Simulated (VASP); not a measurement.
# SrCl2 (Fm-3m) in VASP: single point with LDA

Aim: the single point of SrCl2 with LDA.

Everything below comes from runs of VASP 6.6.1. Logs are shortened: lines on timing, memory, paths and dates and some standing lists are left out, and cuts for length are marked.

**1. The cell of the first run**

It takes space group Fm-3m (No. 225, cubic). Conventional cell: a = 6.971 Å, b = 6.971 Å, c = 6.971 Å, α = 90.00°, β = 90.00°, γ = 90.00°. Sr (site symmetry m-3m) has 8 Cl at 3.02 Å within 4.0 Å. Cl (site symmetry -43m) has 4 Sr at 3.02 Å and 6 Cl at 3.49 Å within 4.0 Å.

**2. Single point, LDA**

File INCAR:

```
ALGO     = Normal         # electronic algorithm
EDIFF    = 1E-6           # SCF threshold, eV
ENCUT    = 500            # plane-wave cutoff, eV
GGA      = CA             # functional
GGA_COMPAT= F            
ISIF     = 2              # what is computed and relaxed
ISMEAR   = 0              # smearing method
LASPH    = T              # aspherical terms in the spheres
LCHARG   = T              # write CHGCAR
LELF     = T              # ELF
LREAL    = F              # projectors in reciprocal space
LVHAR    = T            
LWAVE    = F              # write WAVECAR
NBANDS   = 19             # bands
NELM     = 120            # most SCF steps
PREC     = Accurate       # precision mode
SIGMA    = 0.1            # smearing width, eV
```

File KPOINTS:

```
k-points
0
Gamma
  4 4 4
```

File POSCAR:

```
SrCl2
1.0
    0.0000000000      3.4855000000      3.4855000000
    3.4855000000      0.0000000000      3.4855000000
    3.4855000000      3.4855000000      0.0000000000
Sr Cl
1 2
Direct
    0.0000000000      0.0000000000      0.0000000000
    0.2500000000      0.2500000000      0.2500000000
    0.7500000000      0.7500000000      0.7500000000
```

Potentials or basis: VASP PAW LDA potentials, release 64 (Sr_sv, Cl).

Run with:

```bash
cat potpaw_LDA.64/Sr_sv/POTCAR potpaw_LDA.64/Cl/POTCAR > POTCAR
mpirun -np 1 vasp_std > vasp.out
```

OUTCAR:

```text
EDIFF = 1E-6
   ENCUT = 500
   GGA = CA
   ISIF = 2
   ISMEAR = 0
   LASPH = T
   LREAL = F
   NELM = 120
   PREC = Accurate

 ion  position               nearest neighbor table
   1  0.000  0.000  0.000-   3 3.02   3 3.02   3 3.02   2 3.02   3 3.02   2 3.02   2 3.02   2 3.02

   2  0.250  0.250  0.250-   1 3.02   1 3.02   1 3.02   1 3.02
   3  0.750  0.750  0.750-   1 3.02   1 3.02   1 3.02   1 3.02

  LATTYP: Found a face centered cubic cell.
 ALAT       =     6.9710000000

  Lattice vectors:

 A1 = (   0.0000000000,   3.4855000000,   3.4855000000)
 A2 = (   3.4855000000,   0.0000000000,   3.4855000000)
 A3 = (   3.4855000000,   3.4855000000,   0.0000000000)

Analysis of symmetry for initial positions (statically):
=====================================================================
 Subroutine PRICEL returns:
 Original cell was already a primitive cell.

 Routine SETGRP: Setting up the symmetry group for a
 face centered cubic supercell.

 Subroutine GETGRP returns: Found 48 space group operations
 (whereof 48 operations were pure point group operations)
 out of a pool of 48 trial point group operations.

The static configuration has the point symmetry O_h .

Analysis of symmetry for dynamics (positions and initial velocities):
=====================================================================
 Subroutine PRICEL returns:
 Original cell was already a primitive cell.

 Routine SETGRP: Setting up the symmetry group for a
 face centered cubic supercell.

 Subroutine GETGRP returns: Found 48 space group operations
 (whereof 48 operations were pure point group operations)
 out of a pool of 48 trial point group operations.

The dynamic configuration has the point symmetry O_h .

 Subroutine INISYM returns: Found 48 space group operations
 (whereof 48 operations are pure point group operations),
 and found     1 'primitive' translations

----------------------------------------------------------------------------------------

                                     Primitive cell

  volume of cell :      84.6887

  direct lattice vectors                    reciprocal lattice vectors
     0.000000000  3.485500000  3.485500000    -0.143451442  0.143451442  0.143451442
     3.485500000  0.000000000  3.485500000     0.143451442 -0.143451442  0.143451442
     3.485500000  3.485500000  0.000000000     0.143451442  0.143451442 -0.143451442

  length of vectors
     4.929241372  4.929241372  4.929241372     0.248465185  0.248465185  0.248465185

  position of ions in fractional coordinates (direct lattice)
     0.000000000  0.000000000  0.000000000
     0.250000000  0.250000000  0.250000000
     0.750000000  0.750000000  0.750000000

  ion indices of the primitive-cell ions
   primitive index   ion index
                 1           1
                 2           2
                 3           3

----------------------------------------------------------------------------------------

 KPOINTS: k-points

Automatic generation of k-mesh.
 Grid dimensions read from file:
 generate k-points for:    4    4    4

 Generating k-lattice:

  Cartesian coordinates                     Fractional coordinates (reciprocal lattice)
    -0.035862860  0.035862860  0.035862860     0.250000000  0.000000000  0.000000000
     0.035862860 -0.035862860  0.035862860     0.000000000  0.250000000  0.000000000
     0.035862860  0.035862860 -0.035862860     0.000000000  0.000000000  0.250000000

  Length of vectors
     0.062116296  0.062116296  0.062116296

  Shift w.r.t. Gamma in fractional coordinates (k-lattice)
     0.000000000  0.000000000  0.000000000

 Subroutine IBZKPT returns following result:
 ===========================================

 Found      8 irreducible k-points:

 Following reciprocal coordinates:
            Coordinates               Weight
  0.000000  0.000000  0.000000      1.000000
  0.250000  0.000000  0.000000      8.000000
  0.500000  0.000000  0.000000      4.000000
  0.250000  0.250000  0.000000      6.000000
  0.500000  0.250000  0.000000     24.000000
 -0.250000  0.250000  0.000000     12.000000
  0.500000  0.500000  0.000000      3.000000
 -0.250000  0.500000  0.250000      6.000000
   k-points           NKPTS =      8   k-points in BZ     NKDIM =      8   number of bands    NBANDS=     19
   number of dos      NEDOS =    301   number of ions     NIONS =      3
   total plane-waves  NPLWV =  46656
   dimension x,y,z NGX =    36 NGY =   36 NGZ =   36
   dimension x,y,z NGXF=    72 NGYF=   72 NGZF=   72
   ions per type =               1   2
   NGX,Y,Z   is equivalent  to a cutoff of  12.14, 12.14, 12.14 a.u.
   NGXF,Y,Z  is equivalent  to a cutoff of  24.28, 24.28, 24.28 a.u.
 SYSTEM =  unknown system
   PREC   = accura    normal or accurate (medium, high low for compatibility)
   ISTART =      0    job   : 0-new  1-cont  2-samecut
   ICHARG =      2    charge: 1-file 2-atom 10-const
   ISPIN  =      1    spin polarized calculation?
   LNONCOLLINEAR =      F non collinear calculations
   LSORBIT =      F    spin-orbit coupling
   LASPH  =      T    aspherical Exc in radial PAW
   ENCUT  =  500.0 eV  36.75 Ry    6.06 a.u.   8.99  8.99  8.99*2*pi/ulx,y,z
   NELM   =    120;   NELMIN=  2; NELMDL= -5     # of ELM steps
   EDIFF  = 0.1E-05   stopping-criterion for ELM
   LREAL  =      F    real-space projection
   EDIFFG = 0.1E-04   stopping-criterion for IOM
   NSW    =      0    number of steps for IOM
   IBRION =     -1    ionic relax: 0-MD 1-quasi-New 2-CG
   NFREE  =      0    steps in history (QN), initial steepest desc. (CG)
   ISIF   =      2    stress and relaxation
   ISYM   =      2    0-nonsym 1-usesym 2-fastsym
   POTIM  = 0.5000    time-step for ionic-motion
   TEBEG  =    0.0;   TEEND  =   0.0 temperature during run
   PSTRESS=    0.0 pullay stress
   NELECT =      24.0000    total number of electrons
   NUPDOWN=      -1.0000    fix difference up-down
   EMIN   =  10.00;   EMAX   =-10.00  energy-range for DOS
   EFERMI =   0.00;   METHOD = LEGACY
   ISMEAR =     0;   SIGMA  =   0.10  broadening in eV -4-tet -1-fermi 0-gaus
   EFERMI_NEDOS =   21; number of points for ismear=-14 and -15
   IALGO  =     38    algorithm
   IMIX   =      4    mixing-type and parameters
     AMIX     =   0.40;   BMIX     =  1.00
     AMIX_MAG =   1.60;   BMIX_MAG =  1.00
  volume/ion in A,a.u.               =      28.23       190.50
  Fermi-wavevector in a.u.,A,eV,Ry     =   1.075318  2.032056 15.732530  1.156308
  Thomas-Fermi vector in A             =   2.211171
   LORBIT       =      0    0 simple, 1 ext, 2 COOP (PROOUT), +10 PAW based schemes
   GGA     = CA    functional components
   LHFCALC =     F    Hartree Fock is set to
   AEXX    =    0.0000 exact exchange contribution
   IVDW    =     0    specifies the selected vdW correction
   LEPSILON=     F    determine dielectric tensor
   LRPA    =     F    only Hartree local field effects (RPA)
 non-spin polarized calculation
 Gauss-broadening in eV      SIGMA  =   0.10
  energy-cutoff  :      500.00
  volume of cell :       84.69
 maximum number of plane-waves:      2180
   NGX = 17   NGY = 17   NGZ = 17

 number of electron      24.0000004 magnetization

 Free energy of the ion-electron system (eV)
  ---------------------------------------------------
  ext. energy  EPLUGINS =         0.00000000
  ---------------------------------------------------
  free energy    TOTEN  =       -14.02870446 eV

  energy without entropy =      -14.02870446  energy(sigma->0) =      -14.02870446

 E-fermi :   0.4758     XC(G=0):  -8.8101

 val. band max:       -0.0220380242   @ k =   0.5000   0.5000   0.0000
 cond. band min:       4.8726026837   @ k =   0.0000   0.0000   0.0000
 fundamental gap:      4.8946407079
 Fermi energy:         0.4757524758

 k-point     1 :       0.0000    0.0000    0.0000
  band No.  band energies     occupation
      1     -32.7098      2.00000
      2     -14.8119      2.00000
      3     -14.8119      2.00000
      4     -14.8119      2.00000
      5     -13.2663      2.00000
      6     -12.3780      2.00000
[... 11 lines left out ...]
     18       8.6845      0.00000
     19       9.1817      0.00000

 k-point     2 :       0.2500    0.0000    0.0000
  band No.  band energies     occupation
      1     -32.7080      2.00000
      2     -14.9860      2.00000
      3     -14.8194      2.00000
      4     -14.8194      2.00000
      5     -12.9738      2.00000
      6     -12.4809      2.00000
[... 11 lines left out ...]
     18       8.4327      0.00000
     19       9.3292      0.00000

 k-point     3 :       0.5000    0.0000    0.0000
  band No.  band energies     occupation
      1     -32.7063      2.00000
      2     -15.1152      2.00000
      3     -14.8269      2.00000
      4     -14.8269      2.00000
      5     -12.8504      2.00000
      6     -12.4453      2.00000
[... 11 lines left out ...]
     18       8.4554      0.00000
     19       8.4554      0.00000

 k-point     4 :       0.2500    0.2500    0.0000
  band No.  band energies     occupation
      1     -32.7074      2.00000
      2     -15.0251      2.00000
      3     -14.8300      2.00000
      4     -14.8300      2.00000
      5     -12.8460      2.00000
      6     -12.5421      2.00000
[... 11 lines left out ...]
     18       8.2886      0.00000
     19       8.7645      0.00000

 k-point     5 :       0.5000    0.2500    0.0000
  band No.  band energies     occupation
      1     -32.7057      2.00000
      2     -15.0920      2.00000
      3     -14.9095      2.00000
      4     -14.8375      2.00000
      5     -12.6760      2.00000
      6     -12.5333      2.00000
[... 11 lines left out ...]
     18       8.5942      0.00000
     19       9.3553      0.00000

 k-point     6 :      -0.2500    0.2500    0.0000
  band No.  band energies     occupation
      1     -32.7063      2.00000
      2     -15.0358      2.00000
      3     -14.9290      2.00000
      4     -14.8270      2.00000
      5     -12.7129      2.00000
      6     -12.5553      2.00000
[... 11 lines left out ...]
     18       8.3740      0.00000
     19       9.5763      0.00000

 k-point     7 :       0.5000    0.5000    0.0000
  band No.  band energies     occupation
      1     -32.7051      2.00000
      2     -15.1797      2.00000
      3     -14.8479      2.00000
      4     -14.8479      2.00000
      5     -12.6946      2.00000
      6     -12.4626      2.00000
[... 11 lines left out ...]
     18       8.2873      0.00000
     19       9.5585      0.00000

 k-point     8 :      -0.2500    0.5000    0.2500
  band No.  band energies     occupation
      1     -32.7051      2.00000
      2     -15.0241      2.00000
      3     -15.0241      2.00000
      4     -14.8484      2.00000
      5     -12.5684      2.00000
      6     -12.5684      2.00000
[... 11 lines left out ...]
     18       9.1629      0.00000
     19      10.3010      0.00000

------------------------ aborting loop because EDIFF is reached ----------------------------------------

  FORCE on cell =-STRESS in cart. coord.  units (eV):
  Direction    XX          YY          ZZ          XY          YZ          ZX
  --------------------------------------------------------------------------------------
  -------------------------------------------------------------------------------------
  Total       -1.4114042     -1.4114042     -1.4114042     -0.0000000      0.0000000      0.0000000
  in kB      -26.7015665    -26.7015665    -26.7015665     -0.0000000      0.0000000      0.0000000
  external PRESSURE =     -26.7015665 kB  Pullay stress =       0.0000000 kB

 VOLUME and BASIS-vectors are now :
 -----------------------------------------------------------------------------
  energy-cutoff  :      500.00
  volume of cell :       84.69
      direct lattice vectors                 reciprocal lattice vectors
     0.000000000  3.485500000  3.485500000    -0.143451442  0.143451442  0.143451442
     3.485500000  0.000000000  3.485500000     0.143451442 -0.143451442  0.143451442
     3.485500000  3.485500000  0.000000000     0.143451442  0.143451442 -0.143451442

 POSITION                                       TOTAL-FORCE (eV/Angst)
 -----------------------------------------------------------------------------------
      0.00000      0.00000      0.00000         0.000000      0.000000     -0.000000
      1.74275      1.74275      1.74275        -0.000000      0.000000      0.000000
      5.22825      5.22825      5.22825         0.000000     -0.000000     -0.000000
 -----------------------------------------------------------------------------------
    total drift:                                0.000000      0.000000      0.000000

  FREE ENERGIE OF THE ION-ELECTRON SYSTEM (eV)
  ---------------------------------------------------
  free  energy   TOTEN  =       -14.0287044648 eV

  energy  without entropy=      -14.0287044648  energy(sigma->0) =      -14.02870446
```

Wall time 13 s (1 thread of AMD EPYC 7R13 (Zen 3), shared host); peak memory 0.14 GiB.

What came out:

```
Free energy            : -14.0287 eV
Pressure               : -2.7 GPa
Band gap on the k mesh : 4.89 eV (least direct gap 5.15 eV)
```
